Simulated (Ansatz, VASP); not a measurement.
**Two plane-wave programs on SrCl2**

The input POSCAR:

```
SrCl2
1.0
    0.0000000000      3.5323512105      3.5323512105
    3.5323512105      0.0000000000      3.5323512105
    3.5323512105      3.5323512105      0.0000000000
Sr Cl
1 2
Direct
    0.0000000000      0.0000000000      0.0000000000
    0.2500000000      0.2500000000      0.2500000000
    0.7500000000      0.7500000000      0.7500000000
```

File INCAR.step1:

```
SYSTEM = SrCl2
PREC = Accurate ; ENCUT = 520
ISMEAR = 0 ; SIGMA = 0.01
LREAL = .FALSE. ; LASPH = .TRUE.
NELM = 80 ; NBANDS = 19
GGA = PE ; ALGO = Normal
EDIFF = 1E-4 ; LWAVE = .TRUE.
LCHARG = .FALSE.
```

File INCAR.step2:

```
SYSTEM = SrCl2
PREC = Accurate ; ENCUT = 520
EDIFF = 1E-6 ; ISMEAR = 0
SIGMA = 0.01 ; LREAL = .FALSE.
LASPH = .TRUE. ; NELM = 80
ALGO = Normal ; ISIF = 2
LWAVE = .FALSE. ; LCHARG = .FALSE.
METAGGA = R2SCAN ; LMIXTAU = .TRUE.
NBANDS = 19 ; ISTART = 1
```

KPOINTS

```
regular mesh
0
G
  6 6 6
  0 0 0
```

Input for Ansatz:

```yaml
crystal:
  lattice:
    - [0.0, 3.5323512105, 3.5323512105]
    - [3.5323512105, 0.0, 3.5323512105]
    - [3.5323512105, 3.5323512105, 0.0]
  atoms:
    - { symbol: Sr, position: [0.0, 0.0, 0.0] }
    - { symbol: Cl, position: [0.25, 0.25, 0.25] }
    - { symbol: Cl, position: [0.75, 0.75, 0.75] }
kpoints:
  mp_grid: { grid: [6, 6, 6] }
hamiltonian:
  xc: r2scan
scf:
  occupations: { method: fixed }
  n_extra_bands: 4
output:
  forces: true
  stress: true
  eigenvalues: true
```

Alike in both runs: task single point; functional r2SCAN; k mesh 6 × 6 × 6; no spin polarisation.

```csv
,VASP,Ansatz
version,VASP 6.6.1,Ansatz 0.2.0
potentials or method,"VASP PAW PBE potentials, release 64 (Sr_sv, Cl)","plane waves, PAW"
plane-wave cutoff (eV),520,500
occupations,"gaussian, width 0.01 eV",fixed
valence electrons in the cell,24,24
```

```tsv
	VASP	Ansatz	Ansatz less VASP
gap on the k mesh at the Fermi level (eV)	5.83	5.83	-0.001
pressure (GPa)	-1.0	-1.1	-0.03
```

VASP's potentials were made for PBE, not for r2SCAN.
